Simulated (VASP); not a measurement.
Write the native input for VASP 6.6.1 that does the following.

```yaml
Task: single point
Functional: r2SCAN
Potentials_or_basis: VASP PAW PBE potentials, release 64 (K_sv, F)
Cutoff: 520 eV
k_mesh: 6 × 6 × 4
Occupations: gaussian, width 0.01 eV
Spin: no spin polarisation
Dipole_correction: no
Further_INCAR_settings: ALGO = Normal; EDIFF = 1e-06; NBANDS = 24
```

The system is KF.

```
K F
1.0
     3.65993    0.00000    0.00000
    -1.82997    3.16960    0.00000
     0.00000    0.00000    6.47881
K F
2 2
Direct
  0.00000 0.00000 0.00000
  0.00000 0.00000 0.50000
  0.33333 0.66667 0.25000
  0.66667 0.33333 0.75000
```

One way to write it, as run:

POSCAR

```
KF
1.0
    3.6599347855      0.0000000000      0.0000000000
   -1.8299673927      3.1695965005      0.0000000000
    0.0000000000      0.0000000000      6.4788134942
K F
2 2
Direct
    0.0000000000      0.0000000000      0.0000000000
    0.0000000000      0.0000000000      0.5000000000
    0.3333333333      0.6666666667      0.2500000000
    0.6666666667      0.3333333333      0.7500000000
```

INCAR.step1

```
PREC = Accurate ; ENCUT = 520
ISMEAR = 0 ; SIGMA = 0.01
LREAL = False ; LASPH = True
NELM = 100 ; NBANDS = 24
GGA = PE ; ALGO = Normal
EDIFF = 1E-4 ; LWAVE = True
LCHARG = False
```

INCAR.step2

```
PREC = Accurate ; ENCUT = 520
EDIFF = 1E-6 ; ISMEAR = 0
SIGMA = 0.01 ; LREAL = False
LASPH = True ; NELM = 100
ALGO = Normal ; ISIF = 2
LWAVE = False ; LCHARG = False
METAGGA = R2SCAN ; LMIXTAU = True
NBANDS = 24 ; ISTART = 1
```

KPOINTS

```
Automatic mesh
0
Gamma
  6 6 4
```

Potentials or basis: VASP PAW PBE potentials, release 64 (K_sv, F).

Launch:

```console
$ cat potpaw_PBE.64/K_sv/POTCAR potpaw_PBE.64/F/POTCAR > POTCAR
$ cp INCAR.step1 INCAR
$ mpirun -np 1 vasp_std > vasp.out
$ cp INCAR.step2 INCAR
$ mpirun -np 1 vasp_std > vasp.out
```

Results of the run:

- Pressure: 0.0 GPa
- Band gap on the k mesh: 6.87 eV

Caveat: the PAW data sets were made with another functional, which shifts forces and pressure a little.

Wall time 4 min on 1 thread of Intel Xeon 8259CL, with other jobs on the host, peak memory 0.21 GiB.
